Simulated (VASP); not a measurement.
# BaTiO3 (P1) in VASP: notebook

The runs below take BaTiO3 through single point, with PBE.

Everything below comes from runs of VASP 6.6.1. Logs are shortened: lines on timing, memory, paths and dates and some standing lists are left out, and cuts for length are marked.

## (1) The cell of the first run

The typed cell holds 20 atoms: a = 4.033 Å, b = 8.066 Å, c = 8.066 Å, α = 89.79°, β = 89.79°, γ = 89.79°.

## (2) Single point, PBE

Input file INCAR:

```
SYSTEM = BaTiO3
PREC = Accurate ; ENCUT = 520
EDIFF = 1E-7 ; ISMEAR = -1
SIGMA = 0.146 ; LREAL = Auto
LASPH = .True. ; NELM = 60
ALGO = Normal ; ISIF = 2
LWAVE = .False. ; LCHARG = .False.
GGA = PE ; NBANDS = 96
```

Input file KPOINTS:

```
regular mesh
0
Gamma
  4 2 2
  0 0 0
```

Input file POSCAR:

```
BaTiO3
1.0
    2.8467570000      1.6435760000      2.3369010000
   -5.6935130000      3.2871510000      4.6738020000
    0.0000000000     -6.5743030000      4.6738020000
Ba Ti O
4 4 12
Direct
    0.0057315235     -0.0062430252     -0.0092929352
    0.0023151436     -0.0057580177      0.4970089819
   -0.0018033930      0.5062409058      0.0039656350
   -0.0017543040      0.4930372378      0.4912953537
    0.5063477071      0.2540368099      0.2328194020
    0.4690058916      0.2530465470      0.7483473210
    0.4796318589      0.7446666674      0.2449569472
    0.4725283580      0.7383403552      0.7445521610
    0.5065169414      0.2427583196      0.0166401429
    0.0361653951      0.2598021804      0.2490503666
    0.4819160343      0.0000656614      0.2785520331
    0.4865123284      0.2687905299      0.5105342796
    0.0164920714      0.2799022185      0.7488160844
    0.5276834813      0.0163748891      0.7507408220
    0.4516597495      0.7412508856      0.0242639736
    0.0420766547      0.7369606447      0.2594643265
    0.5428488881      0.5101096410      0.2453960246
    0.4562273454      0.7690668993      0.5017629006
    0.0490234363      0.7741910505      0.7664206577
    0.5114956500      0.5171509790      0.7661828687
```

Potentials or basis: VASP PAW PBE potentials, release 64 (Ba_sv, Ti_sv, O).

Command:

```
$ cat potpaw_PBE.64/Ba_sv/POTCAR potpaw_PBE.64/Ti_sv/POTCAR potpaw_PBE.64/O/POTCAR > POTCAR
$ mpirun -np 1 vasp_std > vasp.out
```

OUTCAR:

```text
SYSTEM = BaTiO3
   PREC = Accurate
   ENCUT = 520
   EDIFF = 1E-7
   ISMEAR = -1
   LREAL = Auto
   LASPH = .True.
   NELM = 60
   ISIF = 2
   GGA = PE

 ion  position               nearest neighbor table
   1  0.006  0.994  0.991-  19 2.54  15 2.73  14 2.74   9 2.85  14 2.86   9 2.86  16 3.00  10 3.00
                            13 3.02  11 3.02  15 3.04  11 3.13   6 3.41   8 3.42   7 3.44   5 3.50
   2  0.002  0.994  0.497-  18 2.57  11 2.61  11 2.75  14 2.80  19 2.81  16 2.83  18 2.86  10 2.93
                            14 2.96  12 2.96  12 3.03  13 3.08   8 3.44   7 3.44   6 3.48   7 3.57
   3  0.998  0.506  0.004-  15 2.64  17 2.67  20 2.75  13 2.76  16 2.79  10 2.80  20 2.82  19 2.89
                            15 2.91   9 2.91  17 2.94   9 2.95   7 3.37   5 3.38   8 3.39   5 3.42
   4  0.998  0.493  0.491-  12 2.67  13 2.69  17 2.71  16 2.72  10 2.72  12 2.75  18 2.90  17 2.96
                            20 2.96  20 3.05  18 3.12  19 3.19   6 3.41   7 3.44   8 3.44   5 3.48
   5  0.506  0.254  0.233-   9 1.75  10 1.90  17 2.07  11 2.08  10 2.14  12 2.24   3 3.38   3 3.42
                             4 3.48   4 3.50   1 3.50   1 3.52   2 3.59   2 3.61
   6  0.469  0.253  0.748-  13 1.84  14 1.92  12 1.92  20 2.14   9 2.17  13 2.22   4 3.41   1 3.41
                             3 3.46   2 3.48   4 3.55   1 3.58   2 3.61   3 3.62
   7  0.480  0.745  0.245-  16 1.77  15 1.78  17 1.91  11 2.08  18 2.08  16 2.27   3 3.37   4 3.44
                             3 3.44   2 3.44   1 3.44   4 3.52   1 3.57   2 3.57
   8  0.473  0.738  0.745-  19 1.74  20 1.80  18 1.97  14 2.26  15 2.26  19 2.35   3 3.39   1 3.42
                             2 3.44   4 3.44   3 3.51   4 3.54   2 3.58   1 3.59
   9  0.507  0.243  0.017-   5 1.75   6 2.17   1 2.85   1 2.86   3 2.91   3 2.95
  10  0.036  0.260  0.249-   5 1.90   5 2.14   4 2.72   3 2.80   2 2.93   1 3.00
  11  0.482  0.000  0.279-   7 2.08   5 2.08   2 2.61   2 2.75   1 3.02   1 3.13
  12  0.487  0.269  0.511-   6 1.92   5 2.24   4 2.67   4 2.75   2 2.96   2 3.03
  13  0.016  0.280  0.749-   6 1.84   6 2.22   4 2.69   3 2.76   1 3.02   2 3.08
  14  0.528  0.016  0.751-   6 1.92   8 2.26   1 2.74   2 2.80   1 2.86   2 2.96
  15  0.452  0.741  0.024-   7 1.78   8 2.26   3 2.64   1 2.73   3 2.91   1 3.04
  16  0.042  0.737  0.259-   7 1.77   7 2.27   4 2.72   3 2.79   2 2.83   1 3.00
  17  0.543  0.510  0.245-   7 1.91   5 2.07   3 2.67   4 2.71   3 2.94   4 2.96
  18  0.456  0.769  0.502-   8 1.97   7 2.08   2 2.57   2 2.86   4 2.90   4 3.12
  19  0.049  0.774  0.766-   8 1.74   8 2.35   1 2.54   2 2.81   3 2.89   4 3.19
  20  0.511  0.517  0.766-   8 1.80   6 2.14   3 2.75   3 2.82   4 2.96   4 3.05

  LATTYP: Found a base centered monoclinic cell.
 ALAT       =    11.4279989103
 B/A-ratio  =     0.9964147067
 C/A-ratio  =     0.3529202013
 COS(beta)  =    -0.0050702436

  Lattice vectors:

 A1 = (   5.6935130000,  -3.2871510000,  -4.6738020000)
 A2 = (   0.0000000000,   6.5743030000,  -4.6738020000)
 A3 = (   2.8467570000,   1.6435760000,   2.3369010000)

Analysis of symmetry for initial positions (statically):
=====================================================================
 Subroutine PRICEL returns:
 Original cell was already a primitive cell.

 Routine SETGRP: Setting up the symmetry group for a
 base centered monoclinic supercell.

 Subroutine GETGRP returns: Found  1 space group operations
 (whereof  1 operations were pure point group operations)
 out of a pool of  4 trial point group operations.

The static configuration has the point symmetry C_1 .

Analysis of symmetry for dynamics (positions and initial velocities):
=====================================================================
 Subroutine PRICEL returns:
 Original cell was already a primitive cell.

 Routine SETGRP: Setting up the symmetry group for a
 base centered monoclinic supercell.

 Subroutine GETGRP returns: Found  1 space group operations
 (whereof  1 operations were pure point group operations)
 out of a pool of  4 trial point group operations.

[... 41 lines left out ...]
   TEBEG  =    0.0;   TEEND  =   0.0 temperature during run
   PSTRESS=    0.0 pullay stress
   NELECT =     160.0000    total number of electrons
   NUPDOWN=      -1.0000    fix difference up-down
   EMIN   =  10.00;   EMAX   =-10.00  energy-range for DOS
   EFERMI =   0.00;   METHOD = LEGACY
   ISMEAR =    -1;   SIGMA  =   0.15  broadening in eV -4-tet -1-fermi 0-gaus
   EFERMI_NEDOS =   21; number of points for ismear=-14 and -15
   IALGO  =     38    algorithm
   IMIX   =      4    mixing-type and parameters
     AMIX     =   0.40;   BMIX     =  1.00
     AMIX_MAG =   1.60;   BMIX_MAG =  1.00
  volume/ion in A,a.u.               =      13.12        88.54
  Fermi-wavevector in a.u.,A,eV,Ry     =   1.388197  2.623311 26.219645  1.927090
  Thomas-Fermi vector in A             =   2.512346
   LORBIT       =      0    0 simple, 1 ext, 2 COOP (PROOUT), +10 PAW based schemes
   GGA     = PE    functional components
   LHFCALC =     F    Hartree Fock is set to
   AEXX    =    0.0000 exact exchange contribution
   IVDW    =     0    specifies the selected vdW correction
   LEPSILON=     F    determine dielectric tensor
   LRPA    =     F    only Hartree local field effects (RPA)
 non-spin polarized calculation
  energy-cutoff  :      520.00
  volume of cell :      262.42
 maximum number of plane-waves:      7080
 NGX is ok and might be reduce to    30
   NGX = 15   NGY = 29   NGZ = 29

 number of electron     159.9999968 magnetization

 Free energy of the ion-electron system (eV)
  ---------------------------------------------------
  ext. energy  EPLUGINS =         0.00000000
  ---------------------------------------------------
  free energy    TOTEN  =      -158.07529247 eV

  energy without entropy =     -158.07396492  energy(sigma->0) =     -158.07462869

 E-fermi :   4.9203     XC(G=0): -11.0946

 val. band max:        3.7968052376   @ k =   0.5000   0.0000  -0.0000
 cond. band min:       5.9658456467   @ k =   0.0000   0.0000   0.0000
 fundamental gap:      2.1690404091
 Fermi energy:         4.9203079784

 k-point     1 :       0.0000    0.0000    0.0000
  band No.  band energies     occupation
      1     -52.7974      2.00000
      2     -52.7601      2.00000
      3     -52.7411      2.00000
      4     -52.2154      2.00000
      5     -29.1887      2.00000
      6     -29.1847      2.00000
[... 1129 lines left out ...]
     91       8.0276      0.00000
     92       8.1411      0.00000
 [bands above 92 left out]

------------------------ aborting loop because EDIFF is reached ----------------------------------------

  FORCE on cell =-STRESS in cart. coord.  units (eV):
  Direction    XX          YY          ZZ          XY          YZ          ZX
  --------------------------------------------------------------------------------------
  -------------------------------------------------------------------------------------
  Total       12.6032726     14.4777345     11.8386846      2.9489836     -2.0892441      1.9418832
  in kB       76.9488746     88.3933410     72.2807073     18.0049246    -12.7558125     11.8561054
  external PRESSURE =      79.2076410 kB  Pullay stress =       0.0000000 kB

 VOLUME and BASIS-vectors are now :
 -----------------------------------------------------------------------------
  energy-cutoff  :      520.00
  volume of cell :      262.42
      direct lattice vectors                 reciprocal lattice vectors
     2.846757000  1.643576000  2.336901000     0.175638461  0.101404911  0.142639035
    -5.693513000  3.287151000  4.673802000    -0.087819239  0.050702464  0.071319530
     0.000000000 -6.574303000  4.673802000     0.000000009 -0.101404920  0.071319524

 POSITION                                       TOTAL-FORCE (eV/Angst)
 -----------------------------------------------------------------------------------
     -5.64165     -3.23716      9.28839        -0.557357     -0.637169      0.825098
     -5.65414      0.00454      6.97522        -0.865933      0.196893      0.096107
     -0.04067      3.27863      4.71729         0.043578     -0.127163     -0.050734
      0.03465      0.03146      6.93338        -0.194853      0.019175      0.142024
     -0.00491      0.13665      3.45875         0.233842     -2.860710      0.770916
     -0.10558     -3.31721      5.77634         1.032083      1.535096     -1.325374
[... 12 lines left out ...]
     -4.26831     -2.41322      7.31508        -1.196345     -1.128692     -2.106755
     -1.48830     -2.49648      7.19336         0.651742     -0.080936     -0.479376
 -----------------------------------------------------------------------------------
    total drift:                               -0.006851      0.015287      0.014090

  FREE ENERGIE OF THE ION-ELECTRON SYSTEM (eV)
  ---------------------------------------------------
  free  energy   TOTEN  =      -158.0752924725 eV

  energy  without entropy=     -158.0739649155  energy(sigma->0) =     -158.07462869
```

Wall time 6 min (1 thread of Intel Xeon 6975P-C (Granite Rapids), shared host); peak memory 0.41 GiB.

What came out:

```
Free energy            : -158.0753 eV
Pressure               : 7.9 GPa
Largest force          : 3.419 eV/Å
Band gap on the k mesh : 2.17 eV (least direct gap 2.31 eV)
```

Forces in eV/Å, atoms in the order of the input:
```
Ba  -0.557 -0.637  0.825
Ba  -0.866  0.197  0.096
Ba   0.044 -0.127 -0.051
Ba  -0.195  0.019  0.142
Ti   0.234 -2.861  0.771
Ti   1.032  1.535 -1.325
Ti  -0.192 -0.644  1.821
Ti  -0.311  2.246  0.943
O   -0.024  2.108 -1.052
O   -0.486 -0.286 -0.469
O    0.163  2.148  0.307
O    0.437 -0.498  0.824
O    0.408 -1.070  0.045
O   -0.633 -0.474  0.458
O    0.458  3.388 -0.005
O   -2.056 -0.873 -1.176
O    0.905 -1.197 -0.809
O    2.184 -1.765  1.240
O   -1.196 -1.129 -2.107
O    0.652 -0.081 -0.479
```

Caveat: the cell stands under pressure; the atoms stand as in a frame of molecular dynamics; spin-orbit coupling is left out, which moves the levels of the heavy elements; forces of over 1 eV/Å act on the atoms, so gaps and moduli don't describe the material at rest. A k mesh can miss the band edges.

## (3) Single point, PBE

This run uses another cell than the first one, of 13.32 Å³/atom.

Input file INCAR:

```
SYSTEM = BaTiO3
ALGO     = Normal         ! electronic algorithm
EDIFF    = 1E-6           ! SCF threshold, eV
ENCUT    = 520            ! plane-wave cutoff, eV
GGA      = PE             ! functional
ISIF     = 2              ! what is computed and relaxed
ISMEAR   = -1             ! smearing method
LASPH    = .True.         ! aspherical terms in the spheres
LCHARG   = .False.        ! write CHGCAR
LREAL    = Auto         
LWAVE    = .False.        ! write WAVECAR
NBANDS   = 96             ! bands
NELM     = 100            ! most SCF steps
PREC     = Accurate       ! precision mode
SIGMA    = 0.146          ! smearing width, eV
```

Input file KPOINTS:

```
k-points
0
Gamma
  4 2 2
  0 0 0
```

Input file POSCAR:

```
BaTiO3
1.0
    2.8610370000      1.6518200000      2.3486240000
   -5.7220730000      3.3036410000      4.6972470000
    0.0000000000     -6.6072810000      4.6972470000
Ba Ti O
4 4 12
Direct
    0.0040057653     -0.0128516986     -0.0166238722
    0.0072656157     -0.0071265789      0.4955255923
   -0.0040570393      0.5120273126      0.0047644295
   -0.0061406155      0.4878996601      0.4854323782
    0.5234936032      0.2603454322      0.2407713623
    0.4572705556      0.2558501051      0.7437942395
    0.4801771595      0.7527161258      0.2531129053
    0.4674693217      0.7476575405      0.7413412990
    0.5157090038      0.2265609930      0.0010058044
    0.0508481019      0.2684833453      0.2501485103
    0.5146852738     -0.0096493680      0.2839227484
    0.4814924439      0.2898597584      0.5091747166
    0.0168534707      0.2876587564      0.7555864752
    0.5489231686      0.0292052366      0.7511741797
    0.4294937502      0.7388281329      0.0013381114
   -0.0042374015      0.7388271065      0.2686792186
    0.5454427967      0.4940983841      0.2450690383
    0.4659198549      0.7553127938      0.5218877551
    0.0056813013      0.7795186138      0.7582586756
    0.5311594689      0.5053739953      0.7660201050
```

Potentials or basis: VASP PAW PBE potentials, release 64 (Ba_sv, Ti_sv, O).

Command:

```
$ cat potpaw_PBE.64/Ba_sv/POTCAR potpaw_PBE.64/Ti_sv/POTCAR potpaw_PBE.64/O/POTCAR > POTCAR
$ mpirun -np 1 vasp_std > vasp.out
```

Run time: 5.9 min. Hardware: 1 thread of Intel Xeon 6975P-C (Granite Rapids), shared host; peak memory 0.42 GiB.

Results (log left out):

- Free energy: -157.7664 eV
- Pressure: 3.3 GPa
- Largest force: 2.961 eV/Å
- Band gap on the k mesh: 1.59 eV (least direct gap 1.79 eV)

Forces on the atoms (eV/Å):
```
Ba  -1.353 -0.304  1.377
Ba  -0.917 -0.135  0.612
Ba   0.493  0.224 -1.058
Ba  -0.502 -0.839  1.110
Ti  -0.598  0.322 -1.327
Ti   0.090  0.622  1.150
Ti  -0.425  0.961 -0.357
Ti   1.347 -1.431  0.384
O   -0.588 -1.213  1.692
O    0.306 -0.672 -1.088
O    0.420  0.750 -1.018
O    1.693  0.144 -0.801
O    0.902 -0.463 -0.611
O    0.171 -0.508 -1.707
O    0.457 -0.422  2.895
O   -0.153  0.646  0.301
O   -0.951 -0.065 -0.036
O    0.764  1.562 -1.055
O    0.612  0.088 -1.025
O   -1.768  0.733  0.562
```

Stress tensor (GPa, compression positive):
```
 2.96  0.44  0.30
 0.44  3.75 -0.90
 0.30 -0.90  3.18
```

Levels at points of the mesh, in eV from the valence-band top:
```tsv
k point	band 78	band 79	band 80	band 81	band 82	band 83
(0.00, 0.00, 0.00)	-0.54	-0.35	-0.20	1.59	1.63	1.89
(0.50, 0.00, 0.00)	-0.19	-0.10	0.00	1.92	2.76	2.93
(0.00, 0.50, 0.00)	-0.54	-0.40	-0.37	1.59	2.00	2.16
(0.00, 0.00, 0.50)	-0.69	-0.58	-0.28	1.65	1.89	2.18
(0.50, 0.50, 0.00)	-0.43	-0.28	-0.08	2.17	2.71	2.82
(0.50, 0.00, 0.50)	-0.40	-0.33	-0.01	2.24	2.77	2.93
(0.00, 0.50, 0.50)	-0.59	-0.55	-0.28	1.89	2.15	2.22
(0.50, 0.50, 0.50)	-0.51	-0.40	-0.31	2.37	2.78	2.95
```

Caveat: the cell stands under pressure; the atoms stand as in a frame of molecular dynamics; spin-orbit coupling is left out, which moves the levels of the heavy elements; forces of over 1 eV/Å act on the atoms, so gaps and moduli don't describe the material at rest.

## (4) Single point, PBE

This run uses another cell than the first one, of 13.49 Å³/atom.

Input file INCAR:

```
PREC = Accurate
ENCUT = 520
EDIFF = 1E-6
ISMEAR = -1
SIGMA = 0.146
LREAL = Auto
LASPH = True
NELM = 100
ALGO = Normal
ISIF = 2
LWAVE = False
LCHARG = False
GGA = PE
NBANDS = 96
```

Input file KPOINTS:

```
Automatic mesh
0
Gamma
  4 2 2
```

Input file POSCAR:

```
BaTiO3
1.0
    2.8731800000      1.6588310000      2.3585920000
   -5.7463610000      3.3176630000      4.7171850000
    0.0000000000     -6.6353260000      4.7171850000
Ba Ti O
4 4 12
Direct
   -0.0035265339     -0.0199666131     -0.0261817456
    0.0110177080     -0.0072757597      0.4945226500
   -0.0113107674      0.5136558823      0.0072324199
   -0.0066196971      0.4867872761      0.4814800623
    0.5367026670      0.2538055595      0.2420983288
    0.4666981415      0.2552961372      0.7361291507
    0.4856490739      0.7679121110      0.2625212893
    0.4596961974      0.7513393120      0.7454046627
    0.5408855865      0.2265835108      0.0051353179
    0.0647364739      0.2634480399      0.2494638070
    0.5461964080     -0.0210145872      0.2692330739
    0.4807715390      0.2898050036      0.4999865976
    0.0203503276      0.2774401320      0.7671277364
    0.5488169921      0.0199484518      0.7326749100
    0.4506402689      0.7517931101     -0.0002867632
   -0.0298049885      0.7552188077      0.2742728928
    0.5396125582      0.4794265466      0.2456635521
    0.4619817179      0.7436044537      0.5129433848
   -0.0602012195      0.7759676185      0.7495116906
    0.5166277214      0.5116363968      0.7551216357
```

Command:

```
$ cat potpaw_PBE.64/Ba_sv/POTCAR potpaw_PBE.64/Ti_sv/POTCAR potpaw_PBE.64/O/POTCAR > POTCAR
$ mpirun -np 1 vasp_std > vasp.out
```

It took 15 min on 1 thread of AMD EPYC 7R43 (Zen 3), shared host; peak memory 0.42 GiB.

Results (log left out):

```yaml
Free_energy: -157.4894 eV
Pressure: 1.8 GPa
Largest_force: 2.513 eV/Å
Band_gap_on_the_k_mesh: 1.46 eV (least direct gap 1.82 eV)
```

Forces in eV/Å, atoms in the order of the input:
```
Ba  -1.720 -0.390  1.737
Ba  -0.761 -0.187  0.684
Ba   0.553  0.150 -0.733
Ba  -0.728 -0.436  1.175
Ti  -1.491  1.419 -1.090
Ti  -0.127 -0.259  0.882
Ti   1.593 -0.066 -1.119
Ti   2.354 -0.136 -0.314
O   -0.440 -0.633  0.576
O    0.334 -1.122 -1.447
O   -2.029  0.602  0.476
O    2.124 -1.338 -0.121
O    0.998  0.571 -0.525
O   -1.304 -0.543 -0.942
O    0.124 -0.284  0.866
O    1.060  0.746 -0.276
O   -0.928  0.716  0.299
O   -0.345  0.847 -0.544
O    1.830  0.458  0.157
O   -1.098 -0.115  0.260
```

Stress tensor (GPa, compression positive):
```
 2.91 -0.76 -1.49
-0.76  0.27  0.22
-1.49  0.22  2.31
```

Levels at points of the mesh, in eV from the valence-band top:
```csv
k point,band 77,band 78,band 79,band 80,band 81,band 82,band 83,band 84
"(0.00, 0.00, 0.00)",-0.61,-0.58,-0.41,-0.36,1.46,1.84,1.98,2.26
"(0.50, 0.00, 0.00)",-0.39,-0.27,-0.19,0.00,1.94,2.84,3.07,3.08
"(0.00, 0.50, 0.00)",-0.85,-0.64,-0.50,-0.47,1.47,2.17,2.30,2.38
"(0.00, 0.00, 0.50)",-0.77,-0.74,-0.61,-0.48,1.93,2.04,2.28,2.45
"(0.50, 0.50, 0.00)",-0.57,-0.53,-0.51,-0.01,2.39,2.76,2.89,3.00
"(0.50, 0.00, 0.50)",-0.53,-0.40,-0.22,-0.15,2.45,2.60,2.94,3.09
"(0.00, 0.50, 0.50)",-0.75,-0.72,-0.53,-0.44,1.99,2.33,2.35,2.46
"(0.50, 0.50, 0.50)",-0.73,-0.63,-0.56,-0.21,2.67,2.85,2.97,3.03
```

Caveat: the atoms stand as in a frame of molecular dynamics; spin-orbit coupling is left out, which moves the levels of the heavy elements; forces of over 1 eV/Å act on the atoms, so gaps and moduli don't describe the material at rest. A k mesh can miss the band edges.

## (5) The runs side by side

```csv
cell,gap on the mesh (eV),pressure (GPa),largest force (eV/Å)
"a = 4.033, b = 8.066, c = 8.066 Å, angles 89.8°, 20 atoms, atomic positions A",2.17,7.9,3.42
"a = 4.053, b = 8.107, c = 8.107 Å, angles 89.8°, 20 atoms, atomic positions B",1.59,3.3,2.96
"a = 4.071, b = 8.141, c = 8.141 Å, angles 89.8°, 20 atoms, atomic positions C",1.46,1.8,2.51
```

Alike in all rows: task single point; level PBE; potentials or basis VASP PAW PBE potentials, release 64 (Ba_sv, Ti_sv, O); no spin polarisation; k mesh 4 × 2 × 2; cutoff (eV) 520; smearing fermi-dirac 0.146 eV.

Caveats: the atoms stand as in a frame of molecular dynamics; spin-orbit coupling is left out, which moves the levels of the heavy elements; forces of over 1 eV/Å act on the atoms, so gaps and moduli don't describe the material at rest; the cell stands under pressure (at least some runs).

Absolute energies hang on the potentials; compare differences alone.
